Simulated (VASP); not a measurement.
# BiSbPd2 (P-6m2) in VASP: single point with LDA

Aim: the single point of BiSbPd2 with LDA.

Program: VASP 6.6.1. These are calculated values, not measurements. Logs are shortened: lines on timing, memory, paths and dates and some standing lists are left out, and cuts for length are marked.

## 1. The cell of the first run

It takes space group P-6m2 (No. 187, hexagonal). Conventional cell: a = 4.190 Å, b = 4.190 Å, c = 5.693 Å, α = 90.00°, β = 90.00°, γ = 120.00°. Within 3.8 Å of Sb (site symmetry -6m2) lie 6 Pd at 2.79 Å and 6 Bi at 3.74 Å. Within 3.8 Å of Bi (site symmetry -6m2) lie 6 Pd at 2.83 Å and 6 Sb at 3.74 Å. Pd (site symmetry 3m) has 2 Pd at 2.77 to 2.92 Å and 3 Sb at 2.79 Å and 3 Bi at 2.83 Å within 3.7 Å.

## 2. Single point, LDA

INCAR

```
SYSTEM = BiSbPd2
PREC = Accurate
ENCUT = 500
EDIFF = 1E-6
ISMEAR = -1
SIGMA = 0.1
LREAL = .FALSE.
LASPH = .TRUE.
NELM = 120
ALGO = Normal
ISIF = 2
LWAVE = .FALSE.
LCHARG = .FALSE.
NBANDS = 28
GGA_COMPAT = .FALSE.
```

KPOINTS

```
Automatic mesh
0
G
  6 6 4
  0 0 0
```

POSCAR

```
BiSbPd2
1.0
    4.1900862100      0.0000000000      0.0000000000
   -2.0950431050      3.6287211019      0.0000000000
    0.0000000000      0.0000000000      5.6925026500
Sb Bi Pd
1 1 2
Direct
    0.6666666667      0.3333333333      0.0000000000
    0.0000000000      0.0000000000      0.5000000000
    0.3333333333      0.6666666667      0.7565121900
    0.3333333333      0.6666666667      0.2434878100
```

Potentials or basis: VASP PAW LDA potentials, release 64 (Sb, Bi_d, Pd).

Started as:

```bash
> cat potpaw_LDA.64/Sb/POTCAR potpaw_LDA.64/Bi_d/POTCAR potpaw_LDA.64/Pd/POTCAR > POTCAR
> mpirun -np 1 vasp_std > vasp.out
```

OUTCAR:

```text
SYSTEM = BiSbPd2
   PREC = Accurate
   ENCUT = 500
   EDIFF = 1E-6
   ISMEAR = -1
   LREAL = .FALSE.
   LASPH = .TRUE.
   NELM = 120
   ISIF = 2

 ion  position               nearest neighbor table
   1  0.667  0.333  0.000-   3 2.79   4 2.79   3 2.79   4 2.79   3 2.79   4 2.79   2 3.74   2 3.74
                             2 3.74   2 3.74   2 3.74   2 3.74
   2  0.000  0.000  0.500-   3 2.83   4 2.83   3 2.83   4 2.83   3 2.83   4 2.83   1 3.74   1 3.74
                             1 3.74   1 3.74   1 3.74   1 3.74
   3  0.333  0.667  0.757-   4 2.77   1 2.79   1 2.79   1 2.79   2 2.83   2 2.83   2 2.83   4 2.92

   4  0.333  0.667  0.243-   3 2.77   1 2.79   1 2.79   1 2.79   2 2.83   2 2.83   2 2.83   3 2.92

  LATTYP: Found a hexagonal cell.
 ALAT       =     4.1900862100
 C/A-ratio  =     1.3585645652

  Lattice vectors:

 A1 = (   4.1900862100,   0.0000000000,   0.0000000000)
 A2 = (  -2.0950431050,   3.6287211019,   0.0000000000)
 A3 = (   0.0000000000,   0.0000000000,   5.6925026500)

Analysis of symmetry for initial positions (statically):
=====================================================================
 Subroutine PRICEL returns:
 Original cell was already a primitive cell.

 Routine SETGRP: Setting up the symmetry group for a
 hexagonal supercell.

 Subroutine GETGRP returns: Found 12 space group operations
 (whereof 12 operations were pure point group operations)
 out of a pool of 24 trial point group operations.

The static configuration has the point symmetry D_3h.

Analysis of symmetry for dynamics (positions and initial velocities):
=====================================================================
 Subroutine PRICEL returns:
 Original cell was already a primitive cell.

 Routine SETGRP: Setting up the symmetry group for a
 hexagonal supercell.

 Subroutine GETGRP returns: Found 12 space group operations
 (whereof 12 operations were pure point group operations)
 out of a pool of 24 trial point group operations.

The dynamic configuration has the point symmetry D_3h.

 Subroutine INISYM returns: Found 12 space group operations
 (whereof 12 operations are pure point group operations),
 and found     1 'primitive' translations

----------------------------------------------------------------------------------------

                                     Primitive cell

  volume of cell :      86.5525

  direct lattice vectors                    reciprocal lattice vectors
     4.190086210  0.000000000  0.000000000     0.238658574  0.137789592  0.000000000
    -2.095043105  3.628721102  0.000000000     0.000000000  0.275579184  0.000000000
     0.000000000  0.000000000  5.692502650     0.000000000  0.000000000  0.175669659

  length of vectors
     4.190086210  4.190086210  5.692502650     0.275579184  0.275579184  0.175669659

  position of ions in fractional coordinates (direct lattice)
     0.666666667  0.333333333  0.000000000
     0.000000000  0.000000000  0.500000000
     0.333333333  0.666666667  0.756512190
     0.333333333  0.666666667  0.243487810

  ion indices of the primitive-cell ions
   primitive index   ion index
                 1           1
                 2           2
                 3           3
                 4           4

----------------------------------------------------------------------------------------

 KPOINTS: Automatic mesh

Automatic generation of k-mesh.
 Grid dimensions read from file:
 generate k-points for:    6    6    4

 Generating k-lattice:

  Cartesian coordinates                     Fractional coordinates (reciprocal lattice)
     0.039776429  0.022964932  0.000000000     0.166666667 -0.000000000  0.000000000
     0.000000000  0.045929864  0.000000000     0.000000000  0.166666667  0.000000000
     0.000000000  0.000000000  0.043917415     0.000000000  0.000000000  0.250000000

  Length of vectors
     0.045929864  0.045929864  0.043917415

  Shift w.r.t. Gamma in fractional coordinates (k-lattice)
     0.000000000  0.000000000  0.000000000

 Subroutine IBZKPT returns following result:
 ===========================================

 Found     21 irreducible k-points:

 Following reciprocal coordinates:
            Coordinates               Weight
  0.000000  0.000000  0.000000      1.000000
  0.166667  0.000000  0.000000      6.000000
  0.333333 -0.000000  0.000000      6.000000
  0.500000  0.000000  0.000000      3.000000
  0.166667  0.166667  0.000000      6.000000
  0.333333  0.166667  0.000000     12.000000
[... 13 lines left out ...]
  0.333333  0.166667  0.500000     12.000000
  0.333333  0.333333  0.500000      2.000000
   k-points           NKPTS =     21   k-points in BZ     NKDIM =     21   number of bands    NBANDS=     28
   number of dos      NEDOS =    301   number of ions     NIONS =      4
   total plane-waves  NPLWV =  43008
   dimension x,y,z NGX =    32 NGY =   32 NGZ =   42
   dimension x,y,z NGXF=    64 NGYF=   64 NGZF=   84
   ions per type =               1   1   2
   NGX,Y,Z   is equivalent  to a cutoff of  12.70, 12.70, 12.27 a.u.
   NGXF,Y,Z  is equivalent  to a cutoff of  25.39, 25.39, 24.53 a.u.
 SYSTEM =  BiSbPd2
   PREC   = accura    normal or accurate (medium, high low for compatibility)
   ISTART =      0    job   : 0-new  1-cont  2-samecut
   ICHARG =      2    charge: 1-file 2-atom 10-const
   ISPIN  =      1    spin polarized calculation?
   LNONCOLLINEAR =      F non collinear calculations
   LSORBIT =      F    spin-orbit coupling
   LASPH  =      T    aspherical Exc in radial PAW
   ENCUT  =  500.0 eV  36.75 Ry    6.06 a.u.   7.64  7.64 10.38*2*pi/ulx,y,z
   NELM   =    120;   NELMIN=  2; NELMDL= -5     # of ELM steps
   EDIFF  = 0.1E-05   stopping-criterion for ELM
   LREAL  =      F    real-space projection
   EDIFFG = 0.1E-04   stopping-criterion for IOM
   NSW    =      0    number of steps for IOM
   IBRION =     -1    ionic relax: 0-MD 1-quasi-New 2-CG
   NFREE  =      0    steps in history (QN), initial steepest desc. (CG)
   ISIF   =      2    stress and relaxation
   ISYM   =      2    0-nonsym 1-usesym 2-fastsym
   POTIM  = 0.5000    time-step for ionic-motion
   TEBEG  =    0.0;   TEEND  =   0.0 temperature during run
   PSTRESS=    0.0 pullay stress
   NELECT =      40.0000    total number of electrons
   NUPDOWN=      -1.0000    fix difference up-down
   EMIN   =  10.00;   EMAX   =-10.00  energy-range for DOS
   EFERMI =   0.00;   METHOD = LEGACY
   ISMEAR =    -1;   SIGMA  =   0.10  broadening in eV -4-tet -1-fermi 0-gaus
   EFERMI_NEDOS =   21; number of points for ismear=-14 and -15
   IALGO  =     38    algorithm
   IMIX   =      4    mixing-type and parameters
     AMIX     =   0.40;   BMIX     =  1.00
     AMIX_MAG =   1.60;   BMIX_MAG =  1.00
  volume/ion in A,a.u.               =      21.64       146.02
  Fermi-wavevector in a.u.,A,eV,Ry     =   1.265712  2.391849 21.796899  1.602027
  Thomas-Fermi vector in A             =   2.398951
   LORBIT       =      0    0 simple, 1 ext, 2 COOP (PROOUT), +10 PAW based schemes
   GGA     = CA    functional components
   LHFCALC =     F    Hartree Fock is set to
   AEXX    =    0.0000 exact exchange contribution
   IVDW    =     0    specifies the selected vdW correction
   LEPSILON=     F    determine dielectric tensor
   LRPA    =     F    only Hartree local field effects (RPA)
 non-spin polarized calculation
  energy-cutoff  :      500.00
  volume of cell :       86.55
 maximum number of plane-waves:      2223
 NGX is ok and might be reduce to    32
   NGX = 15   NGY = 15   NGZ = 21

 number of electron      40.0000007 magnetization

 Free energy of the ion-electron system (eV)
  ---------------------------------------------------
  ext. energy  EPLUGINS =         0.00000000
  ---------------------------------------------------
  free energy    TOTEN  =       -23.90387361 eV

  energy without entropy =      -23.82886176  energy(sigma->0) =      -23.86636769

 E-fermi :   8.6711     XC(G=0): -11.4630

 val. band max:        8.6365103150   @ k =   0.1667   0.1667   0.2500
 cond. band min:       8.6844440388   @ k =   0.5000   0.0000   0.2500
 fundamental gap:      0.0479337238
 Fermi energy:         8.6711313288

 k-point     1 :       0.0000    0.0000    0.0000
  band No.  band energies     occupation
      1     -14.0532      2.00000
      2     -14.0532      2.00000
      3     -14.0474      2.00000
      4     -14.0474      2.00000
      5     -14.0406      2.00000
      6      -3.7164      2.00000
[... 20 lines left out ...]
     27      14.8309      0.00000
     28      16.9842      0.00000

 k-point     2 :       0.1667    0.0000    0.0000
  band No.  band energies     occupation
      1     -14.0551      2.00000
      2     -14.0532      2.00000
      3     -14.0478      2.00000
      4     -14.0410      2.00000
      5     -14.0365      2.00000
      6      -3.4601      2.00000
[... 20 lines left out ...]
     27      15.3843      0.00000
     28      15.8766      0.00000

 k-point     3 :       0.3333   -0.0000    0.0000
  band No.  band energies     occupation
      1     -14.0587      2.00000
      2     -14.0531      2.00000
      3     -14.0501      2.00000
      4     -14.0285      2.00000
      5     -14.0272      2.00000
      6      -2.8223      2.00000
[... 20 lines left out ...]
     27      14.9335      0.00000
     28      17.0565      0.00000

 k-point     4 :       0.5000    0.0000    0.0000
  band No.  band energies     occupation
      1     -14.0605      2.00000
      2     -14.0531      2.00000
      3     -14.0514      2.00000
      4     -14.0224      2.00000
      5     -14.0222      2.00000
      6      -2.3898      2.00000
[... 485 lines left out ...]
     27      15.4463      0.00000
     28      16.7971      0.00000

 k-point    20 :       0.3333    0.1667    0.5000
  band No.  band energies     occupation
      1     -14.0597      2.00000
      2     -14.0545      2.00000
      3     -14.0446      2.00000
      4     -14.0286      2.00000
      5     -14.0219      2.00000
      6      -2.3354      2.00000
[... 20 lines left out ...]
     27      16.2524      0.00000
     28      17.1945      0.00000

 k-point    21 :       0.3333    0.3333    0.5000
  band No.  band energies     occupation
      1     -14.0580      2.00000
      2     -14.0571      2.00000
      3     -14.0333      2.00000
      4     -14.0322      2.00000
      5     -14.0249      2.00000
      6      -2.2209      2.00000
[... 20 lines left out ...]
     27      15.9369      0.00000
     28      17.4739      0.00000

------------------------ aborting loop because EDIFF is reached ----------------------------------------

  FORCE on cell =-STRESS in cart. coord.  units (eV):
  Direction    XX          YY          ZZ          XY          YZ          ZX
  --------------------------------------------------------------------------------------
  -------------------------------------------------------------------------------------
  Total       -2.6001555     -2.6001555     -2.7521349      0.0000000      0.0000000     -0.0000000
  in kB      -48.1315797    -48.1315797    -50.9448765      0.0000000      0.0000000     -0.0000000
  external PRESSURE =     -49.0693453 kB  Pullay stress =       0.0000000 kB

 VOLUME and BASIS-vectors are now :
 -----------------------------------------------------------------------------
  energy-cutoff  :      500.00
  volume of cell :       86.55
      direct lattice vectors                 reciprocal lattice vectors
     4.190086210  0.000000000  0.000000000     0.238658574  0.137789592  0.000000000
    -2.095043105  3.628721102  0.000000000     0.000000000  0.275579184  0.000000000
     0.000000000  0.000000000  5.692502650     0.000000000  0.000000000  0.175669659

 POSITION                                       TOTAL-FORCE (eV/Angst)
 -----------------------------------------------------------------------------------
      2.09504      1.20957      0.00000         0.000000      0.000000      0.000000
      0.00000      0.00000      2.84625         0.000000     -0.000000      0.000000
     -0.00000      2.41915      4.30645        -0.000000      0.000000      0.052787
     -0.00000      2.41915      1.38606        -0.000000      0.000000     -0.052787
 -----------------------------------------------------------------------------------
    total drift:                               -0.000000      0.000000     -0.000000

  FREE ENERGIE OF THE ION-ELECTRON SYSTEM (eV)
  ---------------------------------------------------
  free  energy   TOTEN  =       -23.9038736126 eV

  energy  without entropy=      -23.8288617646  energy(sigma->0) =      -23.86636769
```

Run time: 24 s. Hardware: 1 thread of AMD EPYC 9R45 (Zen 5), shared host; peak memory 0.17 GiB.

What came out:

| Property | Result |
| --- | --- |
| Free energy | -23.9039 eV |
| Pressure | -4.9 GPa |
| Largest force | 0.053 eV/Å |
| Band gap on the k mesh | zero (bands 20 and 21 overlap by 3.65 eV) |

Forces in eV/Å, atoms in the order of the input:
```
Sb   0.000  0.000  0.000
Bi   0.000  0.000  0.000
Pd   0.000  0.000  0.053
Pd   0.000  0.000 -0.053
```

Levels at points of the mesh, in eV from the Fermi level:
| k point | band 18 | band 19 | band 20 | band 21 | band 22 | band 23 |
| --- | --- | --- | --- | --- | --- | --- |
| (0.00, 0.00, 0.00) | 0.02 | 0.79 | 0.79 | 2.83 | 3.09 | 3.15 |
| (0.50, 0.00, 0.00) | -2.04 | -2.02 | -2.01 | -1.00 | 1.66 | 4.00 |
| (0.00, 0.00, 0.50) | -0.76 | -0.52 | 2.19 | 2.19 | 2.53 | 2.53 |
| (0.50, 0.00, 0.50) | -2.50 | -2.31 | 0.55 | 0.76 | 1.43 | 1.91 |

Caveat: the cell stands under tension; spin-orbit coupling is left out, which moves the levels of the heavy elements.

The gap in the log of VASP goes by the Fermi energy; the results here count the filled bands.